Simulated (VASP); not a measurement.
The system is CdS.

```xyz
2
Lattice="0.0000 2.6970 2.6970 2.6970 0.0000 2.6970 2.6970 2.6970 0.0000" Properties=species:S:1:pos:R:3 pbc="T T T"
Cd    0.0000    0.0000    0.0000
S     2.6970    2.6970    2.6970
```

This cell differs from its parent crystal: volume scaled by 0.94.

Program: VASP 6.6.1. Alike in all runs: task single point; no spin polarisation; cell as given; k mesh 8 × 8 × 8; cutoff (eV) 520; smearing fermi-dirac 0.05 eV.

**Question.** Order these runs on this cell by their pressure, lowest first.
A. level PBEsol; potentials or basis VASP PAW PBE potentials, release 64 (Cd, S)
B. level LDA; potentials or basis VASP PAW LDA potentials, release 64 (Cd, S)
C. level PBE; potentials or basis VASP PAW PBE potentials, release 64 (Cd, S)
D. level r2SCAN; potentials or basis VASP PAW PBE potentials, release 64 (Cd, S)

**Answer.** B (-2.0 GPa), A (0.7 GPa), D (3.5 GPa), C (5.1 GPa).

Caveats: the PAW data sets were made with another functional, which shifts forces and pressure a little (some runs).
